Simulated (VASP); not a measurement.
A run of VASP 6.6.1:

The input INCAR:

```
ALGO = Normal
EDIFF = 1E-6
ENCUT = 520
GGA = CA
ISIF = 2
ISMEAR = -1
LASPH = T
LCHARG = F
LREAL = F
LWAVE = F
NBANDS = 15
NELM = 100
PREC = Accurate
SIGMA = 0.02
```

KPOINTS

```
k-points
0
Gamma
  8 8 8
```

POSCAR

```
SrO
1.0
    0.0000000000      2.5173403822      2.5173403822
    2.5173403822      0.0000000000      2.5173403822
    2.5173403822      2.5173403822      0.0000000000
Sr O
1 1
Direct
    0.0000000000      0.0000000000      0.0000000000
    0.5000000000      0.5000000000      0.5000000000
```

Potentials or basis: VASP PAW LDA potentials, release 64 (Sr_sv, O).

Command:

```sh
$ cat potpaw_LDA.64/Sr_sv/POTCAR potpaw_LDA.64/O/POTCAR > POTCAR
$ mpirun -np 1 vasp_std > vasp.out
```

Hardware: 1 thread of AMD EPYC 7R13 Processor (Zen 3) (shared host).

Q: Estimate the wall time of this run.

A: Run time: 12 s on 1 thread of AMD EPYC 7R13 Processor (Zen 3), with other jobs on the host, peak memory 0.12 GiB. Counts: scf iterations 13, k points 29.
